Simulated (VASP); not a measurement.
# In in VASP: settings compared

Aim: see how the results for In move with the level of theory and the settings. Levels: PBEsol, PBEsol+D3(BJ). Tasks: single point.

All numbers are computed with VASP 6.6.1; they aren't measurements. Logs are shortened: lines on timing, memory, paths and dates and some standing lists are left out, and cuts for length are marked.

## Step 1: The cell of the first run

The cell holds a slab with vacuum, 7 atoms: a = 3.252 Å, b = 4.948 Å, c = 24.757 Å, α = 90.00°, β = 90.00°, γ = 90.00°.

## Step 2: Single point, PBEsol

File INCAR:

```
SYSTEM = In
PREC = Accurate
ENCUT = 520
EDIFF = 1E-6
ISMEAR = -1
SIGMA = 0.05
LREAL = .FALSE.
LASPH = .TRUE.
NELM = 60
ALGO = Normal
ISIF = 2
LWAVE = .FALSE.
LCHARG = .FALSE.
LDIPOL = .TRUE.
IDIPOL = 3
DIPOL = 0.5 0.5 0.496
GGA = PS
NBANDS = 54
```

File KPOINTS:

```
regular mesh
0
G
  8 6 1
  0 0 0
```

File POSCAR:

```
In
1.0
    3.2523000000      0.0000000000      0.0000000000
    0.0000000000      4.9479000000      0.0000000000
    0.0000000000      0.0000000000     24.7569000000
In
7
Direct
    0.5000000000      0.5000000000      0.3029458454
    0.0000000000      0.0000000000      0.3686305636
    0.5000000000      0.5000000000      0.4343152818
    0.0000000000      0.0000000000      0.4965830381
    0.5000000000      0.5000000000      0.5583963623
    0.0000000000      0.0000000000      0.6248693126
    0.5000000000      0.5000000000      0.6844777905
```

Potentials or basis: VASP PAW PBE potentials, release 64 (In_d).

Run with:

```
cat potpaw_PBE.64/In_d/POTCAR > POTCAR
mpirun -np 1 vasp_std > vasp.out
```

OUTCAR:

```text
SYSTEM = In
   PREC = Accurate
   ENCUT = 520
   EDIFF = 1E-6
   ISMEAR = -1
   LREAL = .FALSE.
   LASPH = .TRUE.
   NELM = 60
   ISIF = 2
   GGA = PS

 ion  position               nearest neighbor table
   1  0.500  0.500  0.303-   3 3.25   2 3.38   2 3.38   2 3.38   2 3.38
   2  0.000  0.000  0.369-   4 3.17   3 3.38   1 3.38   1 3.38   3 3.38   1 3.38   3 3.38   1 3.38
                             3 3.38
   3  0.500  0.500  0.434-   5 3.07   1 3.25   4 3.34   4 3.34   4 3.34   4 3.34   2 3.38   2 3.38
                             2 3.38   2 3.38
   4  0.000  0.000  0.497-   2 3.17   6 3.18   5 3.33   5 3.33   5 3.33   5 3.33   3 3.34   3 3.34
                             3 3.34   3 3.34
   5  0.500  0.500  0.558-   3 3.07   7 3.12   4 3.33   4 3.33   4 3.33   4 3.33   6 3.39   6 3.39
                             6 3.39   6 3.39
   6  0.000  0.000  0.625-   4 3.18   7 3.31   7 3.31   7 3.31   7 3.31   5 3.39   5 3.39   5 3.39
                             5 3.39
   7  0.500  0.500  0.684-   5 3.12   6 3.31   6 3.31   6 3.31   6 3.31

  LATTYP: Found a simple orthorhombic cell.
 ALAT       =     3.2523000000
 B/A-ratio  =     1.5213541186
 C/A-ratio  =     7.6121206531

  Lattice vectors:

 A1 = (   3.2523000000,   0.0000000000,   0.0000000000)
 A2 = (   0.0000000000,   4.9479000000,   0.0000000000)
 A3 = (   0.0000000000,   0.0000000000,  24.7569000000)

Analysis of symmetry for initial positions (statically):
=====================================================================
 Subroutine PRICEL returns:
 Original cell was already a primitive cell.

 Routine SETGRP: Setting up the symmetry group for a
 simple orthorhombic supercell.

 Subroutine GETGRP returns: Found  4 space group operations
 (whereof  4 operations were pure point group operations)
 out of a pool of  8 trial point group operations.

The static configuration has the point symmetry C_2v.

Analysis of symmetry for dynamics (positions and initial velocities):
=====================================================================
 Subroutine PRICEL returns:
 Original cell was already a primitive cell.

 Routine SETGRP: Setting up the symmetry group for a
 simple orthorhombic supercell.

 Subroutine GETGRP returns: Found  4 space group operations
 (whereof  4 operations were pure point group operations)
 out of a pool of  8 trial point group operations.

The dynamic configuration has the point symmetry C_2v.

 Subroutine INISYM returns: Found  4 space group operations
 (whereof  4 operations are pure point group operations),
 and found     1 'primitive' translations

----------------------------------------------------------------------------------------

                                     Primitive cell

  volume of cell :     398.3894

  direct lattice vectors                    reciprocal lattice vectors
     3.252300000  0.000000000  0.000000000     0.307474710  0.000000000  0.000000000
     0.000000000  4.947900000  0.000000000     0.000000000  0.202105944  0.000000000
     0.000000000  0.000000000 24.756900000     0.000000000  0.000000000  0.040392779

  length of vectors
     3.252300000  4.947900000 24.756900000     0.307474710  0.202105944  0.040392779

  position of ions in fractional coordinates (direct lattice)
     0.500000000  0.500000000  0.302945845
     0.000000000  0.000000000  0.368630564
     0.500000000  0.500000000  0.434315282
     0.000000000  0.000000000  0.496583038
     0.500000000  0.500000000  0.558396362
     0.000000000  0.000000000  0.624869313
     0.500000000  0.500000000  0.684477790

  ion indices of the primitive-cell ions
   primitive index   ion index
                 1           1
                 2           2
                 3           3
                 4           4
                 5           5
                 6           6
                 7           7

----------------------------------------------------------------------------------------

 KPOINTS: regular mesh

Automatic generation of k-mesh.
 Grid dimensions read from file:
 generate k-points for:    8    6    1

 Generating k-lattice:

  Cartesian coordinates                     Fractional coordinates (reciprocal lattice)
     0.038434339  0.000000000  0.000000000     0.125000000  0.000000000  0.000000000
     0.000000000  0.033684324  0.000000000     0.000000000  0.166666667  0.000000000
     0.000000000  0.000000000  0.040392779     0.000000000  0.000000000  1.000000000

  Length of vectors
     0.038434339  0.033684324  0.040392779

  Shift w.r.t. Gamma in fractional coordinates (k-lattice)
     0.000000000  0.000000000  0.000000000

 Subroutine IBZKPT returns following result:
 ===========================================

 Found     20 irreducible k-points:

 Following reciprocal coordinates:
            Coordinates               Weight
  0.000000  0.000000  0.000000      1.000000
  0.125000  0.000000  0.000000      2.000000
  0.250000  0.000000  0.000000      2.000000
  0.375000  0.000000  0.000000      2.000000
  0.500000  0.000000  0.000000      1.000000
  0.000000  0.166667  0.000000      2.000000
[... 12 lines left out ...]
  0.375000  0.500000  0.000000      2.000000
  0.500000  0.500000  0.000000      1.000000
   k-points           NKPTS =     20   k-points in BZ     NKDIM =     20   number of bands    NBANDS=     54
   number of dos      NEDOS =    301   number of ions     NIONS =      7
   total plane-waves  NPLWV = 184320
   dimension x,y,z NGX =    24 NGY =   40 NGZ =  192
   dimension x,y,z NGXF=    48 NGYF=   80 NGZF=  384
   ions per type =               7
   NGX,Y,Z   is equivalent  to a cutoff of  12.27, 13.44, 12.89 a.u.
   NGXF,Y,Z  is equivalent  to a cutoff of  24.54, 26.88, 25.79 a.u.
 SYSTEM =  In
   PREC   = accura    normal or accurate (medium, high low for compatibility)
   ISTART =      0    job   : 0-new  1-cont  2-samecut
   ICHARG =      2    charge: 1-file 2-atom 10-const
   ISPIN  =      1    spin polarized calculation?
   LNONCOLLINEAR =      F non collinear calculations
   LSORBIT =      F    spin-orbit coupling
   LASPH  =      T    aspherical Exc in radial PAW
   ENCUT  =  520.0 eV  38.22 Ry    6.18 a.u.   6.05  9.20 46.03*2*pi/ulx,y,z
   NELM   =     60;   NELMIN=  2; NELMDL= -5     # of ELM steps
   EDIFF  = 0.1E-05   stopping-criterion for ELM
   LREAL  =      F    real-space projection
   EDIFFG = 0.1E-04   stopping-criterion for IOM
   NSW    =      0    number of steps for IOM
   IBRION =     -1    ionic relax: 0-MD 1-quasi-New 2-CG
   NFREE  =      0    steps in history (QN), initial steepest desc. (CG)
   ISIF   =      2    stress and relaxation
   ISYM   =      2    0-nonsym 1-usesym 2-fastsym
   POTIM  = 0.5000    time-step for ionic-motion
   TEBEG  =    0.0;   TEEND  =   0.0 temperature during run
   PSTRESS=    0.0 pullay stress
   NELECT =      91.0000    total number of electrons
   NUPDOWN=      -1.0000    fix difference up-down
   EMIN   =  10.00;   EMAX   =-10.00  energy-range for DOS
   EFERMI =   0.00;   METHOD = LEGACY
   ISMEAR =    -1;   SIGMA  =   0.05  broadening in eV -4-tet -1-fermi 0-gaus
   EFERMI_NEDOS =   21; number of points for ismear=-14 and -15
   IALGO  =     38    algorithm
   IMIX   =      4    mixing-type and parameters
     AMIX     =   0.40;   BMIX     =  1.00
     AMIX_MAG =   1.60;   BMIX_MAG =  1.00
  volume/ion in A,a.u.               =      56.91       384.07
  Fermi-wavevector in a.u.,A,eV,Ry     =   1.000736  1.891116 13.625852  1.001472
  Thomas-Fermi vector in A             =   2.133112
   LORBIT       =      0    0 simple, 1 ext, 2 COOP (PROOUT), +10 PAW based schemes
   GGA     = PS    functional components
   LHFCALC =     F    Hartree Fock is set to
   AEXX    =    0.0000 exact exchange contribution
   IVDW    =     0    specifies the selected vdW correction
   LEPSILON=     F    determine dielectric tensor
   LRPA    =     F    only Hartree local field effects (RPA)
 non-spin polarized calculation
  energy-cutoff  :      520.00
  volume of cell :      398.39
 maximum number of plane-waves:     10776
   NGX = 13   NGY = 19   NGZ = 93

 dipolmoment           0.000000      0.000000     -0.190353 electrons x Angstroem

 number of electron      90.9999991 magnetization

 dipolmoment           0.000000      0.000000      0.005964 electrons x Angstroem

 Free energy of the ion-electron system (eV)
  ---------------------------------------------------
  ext. energy  EPLUGINS =         0.00000000
  ---------------------------------------------------
  free energy    TOTEN  =       -19.73107535 eV

  energy without entropy =      -19.67952572  energy(sigma->0) =      -19.70530053

 E-fermi :   1.2677     XC(G=0):  -5.4188

 val. band max:        1.2326338756   @ k =   0.3750   0.3333   0.0000
 cond. band min:       1.2833573265   @ k =   0.3750   0.5000   0.0000
 fundamental gap:      0.0507234509
 Fermi energy:         1.2676995239

 k-point     1 :       0.0000    0.0000    0.0000
  band No.  band energies     occupation
      1     -13.5059      2.00000
      2     -13.4278      2.00000
      3     -13.3801      2.00000
      4     -13.3625      2.00000
      5     -13.3216      2.00000
      6     -13.3146      2.00000
[... 46 lines left out ...]
     53       5.1569      0.00000
     54       5.4572      0.00000

 k-point     2 :       0.1250    0.0000    0.0000
  band No.  band energies     occupation
      1     -13.4691      2.00000
      2     -13.3724      2.00000
      3     -13.3470      2.00000
      4     -13.3139      2.00000
      5     -13.3037      2.00000
      6     -13.2974      2.00000
[... 46 lines left out ...]
     53       4.9106      0.00000
     54       5.0674      0.00000

 k-point     3 :       0.2500    0.0000    0.0000
  band No.  band energies     occupation
      1     -13.4090      2.00000
      2     -13.3767      2.00000
      3     -13.3615      2.00000
      4     -13.3211      2.00000
      5     -13.3141      2.00000
      6     -13.3062      2.00000
[... 46 lines left out ...]
     53       3.8698      0.00000
     54       5.0386      0.00000
[... 856 lines left out ...]
 k-point    19 :       0.3750    0.5000    0.0000
  band No.  band energies     occupation
      1     -13.3500      2.00000
      2     -13.3125      2.00000
      3     -13.2985      2.00000
      4     -13.2916      2.00000
      5     -13.2864      2.00000
      6     -13.2855      2.00000
[... 46 lines left out ...]
     53       3.4205      0.00000
     54       4.5588      0.00000

 k-point    20 :       0.5000    0.5000    0.0000
  band No.  band energies     occupation
      1     -13.3422      2.00000
      2     -13.3206      2.00000
      3     -13.3192      2.00000
      4     -13.3106      2.00000
      5     -13.2913      2.00000
      6     -13.2877      2.00000
[... 46 lines left out ...]
     53       4.2638      0.00000
     54       4.3087      0.00000

------------------------ aborting loop because EDIFF is reached ----------------------------------------

 vacuum level on the upper side and lower side of the slab       (xc-potential included)        -0.109        -0.178

  FORCE on cell =-STRESS in cart. coord.  units (eV):
  Direction    XX          YY          ZZ          XY          YZ          ZX
  --------------------------------------------------------------------------------------
  -------------------------------------------------------------------------------------
  Total       -3.2211149     -0.5516803     -0.5514842      0.0000000      0.0000000      0.0000000
  in kB      -12.9541531     -2.2186577     -2.2178689      0.0000000      0.0000000      0.0000000
  external PRESSURE =      -5.7968932 kB  Pullay stress =       0.0000000 kB

 VOLUME and BASIS-vectors are now :
 -----------------------------------------------------------------------------
  energy-cutoff  :      520.00
  volume of cell :      398.39
      direct lattice vectors                 reciprocal lattice vectors
     3.252300000  0.000000000  0.000000000     0.307474710  0.000000000  0.000000000
     0.000000000  4.947900000  0.000000000     0.000000000  0.202105944  0.000000000
     0.000000000  0.000000000 24.756900000     0.000000000  0.000000000  0.040392779

 POSITION                                       TOTAL-FORCE (eV/Angst)
 -----------------------------------------------------------------------------------
      1.62615      2.47395      7.50000         0.000000      0.000000      0.167567
      0.00000      0.00000      9.12615         0.000000      0.000000     -0.041951
      1.62615      2.47395     10.75230         0.000000      0.000000     -0.136646
      0.00000      0.00000     12.29386         0.000000      0.000000      0.007141
      1.62615      2.47395     13.82416         0.000000      0.000000      0.008605
      0.00000      0.00000     15.46983         0.000000      0.000000      0.000802
      1.62615      2.47395     16.94555         0.000000      0.000000     -0.005519
 -----------------------------------------------------------------------------------
    total drift:                                0.000000     -0.000000     -0.001198

  FREE ENERGIE OF THE ION-ELECTRON SYSTEM (eV)
  ---------------------------------------------------
  free  energy   TOTEN  =       -19.7310753512 eV

  energy  without entropy=      -19.6795257188  energy(sigma->0) =      -19.70530053

 vacuum level on the upper side and lower side of the slab         5.101         5.031
```

It took 7.6 min on 1 thread of AMD EPYC 9R45 (Zen 5), shared host; peak memory 0.56 GiB.

What came out:

* Free energy: -19.7311 eV
* Largest force: 0.168 eV/Å
* Band gap on the k mesh: zero (an odd number of electrons rules out a gap without spin polarisation)

Forces on the atoms (eV/Å):
```
In   0.000  0.000  0.168
In   0.000  0.000 -0.042
In   0.000  0.000 -0.137
In   0.000  0.000  0.007
In   0.000  0.000  0.009
In   0.000  0.000  0.001
In   0.000  0.000 -0.006
```

Caveat: the PAW data sets were made with another functional, which shifts forces and pressure a little; spin-orbit coupling is left out, which moves the levels of the heavy elements.

## Step 3: Single point, PBEsol+D3(BJ)

INCAR: that of step 2 with these lines changed.

```diff
@@ -12,7 +12,11 @@
 LWAVE = .FALSE.
-LCHARG = .FALSE.
+LCHARG = .TRUE.
 LDIPOL = .TRUE.
 IDIPOL = 3
-DIPOL = 0.5 0.5 0.496
+DIPOL = 0.5 0.5 0.493
 GGA = PS
+IVDW = 12
+LELF = .TRUE.
+LVHAR = .TRUE.
+LVACPOTAV = .TRUE.
 NBANDS = 54
```

KPOINTS is that of step 2.

File POSCAR:

```
In
1.0
    3.2523000000      0.0000000000      0.0000000000
    0.0000000000      4.9479000000      0.0000000000
    0.0000000000      0.0000000000     24.7569000000
In
7
Direct
    0.5000000000      0.5000000000      0.3029458454
    0.0000000000      0.0000000000      0.3686305636
    0.5000000000      0.5000000000      0.4343152818
    0.0000000000      0.0000000000      0.4936601997
    0.5000000000      0.5000000000      0.5543379462
    0.0000000000      0.0000000000      0.6182814482
    0.5000000000      0.5000000000      0.6772375776
```

Potentials or basis: VASP PAW PBE potentials, release 64 (In_d).

Run with:

```
cat potpaw_PBE.64/In_d/POTCAR > POTCAR
mpirun -np 1 vasp_std > vasp.out
```

Wall time 7.6 min (1 thread of AMD EPYC 9R45 (Zen 5), shared host); peak memory 0.56 GiB.

The run converged. Its results:

| Quantity | Value |
| --- | --- |
| Free energy | -21.6389 eV |
| Largest force | 0.265 eV/Å |
| Band gap on the k mesh | zero (an odd number of electrons rules out a gap without spin polarisation) |
| Dispersion energy per atom | -0.275 eV |

Forces in eV/Å, atoms in the order of the input:
```
In   0.000  0.000  0.265
In   0.000  0.000 -0.013
In   0.000  0.000 -0.252
In   0.000  0.000  0.004
In   0.000  0.000 -0.019
In   0.000  0.000 -0.001
In   0.000  0.000  0.016
```

Levels at points of the mesh, in eV from the Fermi level:
| k point | band 41 | band 42 | band 43 | band 44 | band 45 | band 46 | band 47 | band 48 | band 49 | band 50 |
| --- | --- | --- | --- | --- | --- | --- | --- | --- | --- | --- |
| (0.00, 0.00, 0.00) | -2.88 | -2.65 | -2.51 | -1.58 | -0.48 | -0.18 | -0.08 | 1.22 | 1.78 | 1.95 |
| (0.50, 0.00, 0.00) | -3.09 | -1.79 | -1.51 | -0.26 | 0.54 | 0.95 | 0.99 | 1.27 | 1.36 | 1.59 |
| (0.00, 0.50, 0.00) | -5.21 | -4.41 | -2.68 | -2.09 | -0.29 | 0.17 | 2.06 | 2.44 | 3.92 | 4.59 |
| (0.50, 0.50, 0.00) | -3.30 | -2.82 | -2.42 | -2.30 | -1.86 | -1.38 | -1.27 | -0.96 | -0.02 | 0.84 |

Caveat: the PAW data sets were made with another functional, which shifts forces and pressure a little; spin-orbit coupling is left out, which moves the levels of the heavy elements.

(Continued in part 2 of 2.)

The gap in the log of VASP goes by the Fermi energy; the results here count the filled bands.